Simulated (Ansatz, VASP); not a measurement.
# BN in VASP and in Ansatz

File POSCAR:

```
BN
1.0
    0.0000000000      1.8048245542      1.8048245542
    1.8048245542      0.0000000000      1.8048245542
    1.8048245542      1.8048245542      0.0000000000
B N
1 1
Direct
    0.0000000000      0.0000000000      0.0000000000
    0.2500000000      0.2500000000      0.2500000000
```

File INCAR.step1:

```
SYSTEM = BN
ALGO = Normal ; EDIFF = 1E-4
ENCUT = 520 ; GGA = PE
ISMEAR = 0 ; LASPH = .TRUE.
LCHARG = .FALSE. ; LREAL = .FALSE.
LWAVE = .TRUE. ; NBANDS = 11
NELM = 100 ; PREC = Accurate
SIGMA = 0.01
```

The input INCAR.step2:

```
SYSTEM = BN
ALGO = Normal ; EDIFF = 1E-6
ENCUT = 520 ; ISIF = 2
ISMEAR = 0 ; ISTART = 1
LASPH = .TRUE. ; LCHARG = .TRUE.
LELF = .TRUE. ; LMIXTAU = .TRUE.
LREAL = .FALSE. ; LVHAR = .TRUE.
LWAVE = .FALSE. ; METAGGA = R2SCAN
NBANDS = 11 ; NELM = 100
PREC = Accurate ; SIGMA = 0.01
```

KPOINTS

```
k-points
0
G
  8 8 8
  0 0 0
```

Input for Ansatz:

```yaml
crystal:
  lattice:
    - [0.0, 1.8048245542, 1.8048245542]
    - [1.8048245542, 0.0, 1.8048245542]
    - [1.8048245542, 1.8048245542, 0.0]
  atoms:
    - { symbol: B, position: [0.0, 0.0, 0.0] }
    - { symbol: "N", position: [0.25, 0.25, 0.25] }
kpoints:
  mp_grid: { grid: [8, 8, 8] }
hamiltonian:
  xc: r2scan
scf:
  occupations: { method: fixed }
  n_extra_bands: 4
output:
  forces: true
  stress: true
  eigenvalues: true
  write_density: true
  write_potential: true
  elf: true
  volumetric_format: npy
```

Alike in both runs: task single point; functional r2SCAN; k mesh 8 × 8 × 8; no spin polarisation.

|  | VASP | Ansatz |
| --- | --- | --- |
| version | VASP 6.6.1 | Ansatz 0.2.0 |
| potentials or method | VASP PAW PBE potentials, release 64 (B, N) | plane waves, PAW |
| plane-wave cutoff (eV) | 520 | 500 |
| occupations | gaussian, width 0.01 eV | fixed |
| valence electrons in the cell | 8 | 8 |

|  | VASP | Ansatz | Ansatz less VASP |
| --- | --- | --- | --- |
| gap on the k mesh at the Fermi level (eV) | 4.98 | 5.00 | +0.021 |
| pressure (GPa) | 1.1 | 0.0 | -1.12 |

VASP's potentials were made for PBE, not for r2SCAN.
